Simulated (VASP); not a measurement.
A run of VASP 6.6.1 is set up as follows.

The input INCAR:

```
ALGO = Normal
EDIFF = 1E-6
ENCUT = 520
ISIF = 2
ISMEAR = -1
LASPH = T
LCHARG = F
LREAL = F
LWAVE = F
NBANDS = 11
NELM = 100
PREC = Accurate
SIGMA = 0.1
```

KPOINTS

```
k-points
0
Gamma
  11 11 10
```

The input POSCAR:

```
Sr
1.0
    3.9004877120      0.0000000000      0.0000000000
   -1.9502438560      3.3779214458      0.0000000000
    0.0000000000      0.0000000000      3.6285458280
Sr
1
Direct
    0.0000000000      0.0000000000      0.0000000000
```

Potentials or basis: VASP PAW LDA potentials, release 64 (Sr_sv).

Launch:

```console
$ cat potpaw_LDA.64/Sr_sv/POTCAR > POTCAR
$ mpirun -np 1 vasp_std > vasp.out
```

(1) What does it give for the band gap on the k mesh?

(2) What does it give for the pressure?

Results:

(1) zero (bands 5 and 6 overlap by 0.44 eV).

(2) 0.1 GPa.
